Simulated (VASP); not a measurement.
# Cu: single point with PBE

Cu:

```xyz
2
Lattice="2.5341 0.0000 0.0000 -1.2670 2.1946 0.0000 0.0000 0.0000 4.3182" Properties=species:S:1:pos:R:3 pbc="T T T"
Cu    0.0000    1.4631    1.0795
Cu    1.2670    0.7315    3.2386
```

This cell differs from its parent crystal: strain +0.000 along x and y, +0.050 along z.

| Item | Value |
| --- | --- |
| Program | VASP 6.6.1 |
| Task | single point |
| Functional | PBE |
| Potentials or basis | VASP PAW PBE potentials, release 64 (Cu) |
| Cutoff | 520 eV |
| k mesh | 24 × 24 × 12 |
| Occupations | gaussian, width 0.15 eV |
| Spin | no spin polarisation |
| Dipole correction | no |
| Further INCAR settings | ALGO = Fast; EDIFF = 1e-06; NBANDS = 18 |

```json
{"Pressure": "0.8 GPa", "Band gap on the k mesh": "zero (band 11 reaches 11.61 eV, above the bottom of band 12 at 5.45 eV)"}
```

Stress tensor (GPa, compression positive):
```
 2.97  0.00  0.00
 0.00  2.97  0.00
 0.00  0.00 -3.58
```

Levels at points of the mesh, in eV from the Fermi level:
```csv
k point,band 9,band 10,band 11,band 12,band 13,band 14
"(0.00, 0.00, 0.00)",-2.34,-1.72,-1.72,-1.32,3.11,21.80
"(0.50, 0.00, 0.00)",-1.56,-1.49,0.09,1.68,7.52,7.70
"(0.00, 0.00, 0.50)",-1.93,-1.93,-1.93,-1.93,11.25,11.25
"(0.50, 0.00, 0.50)",-1.52,-1.52,0.56,0.56,4.86,4.86
```

It took 4.3 min on 1 thread of AMD EPYC 7R13, with other jobs on the host, peak memory 0.23 GiB.

Caveat: the cell differs from its parent crystal (strain +0.000 along x and y, +0.050 along z).
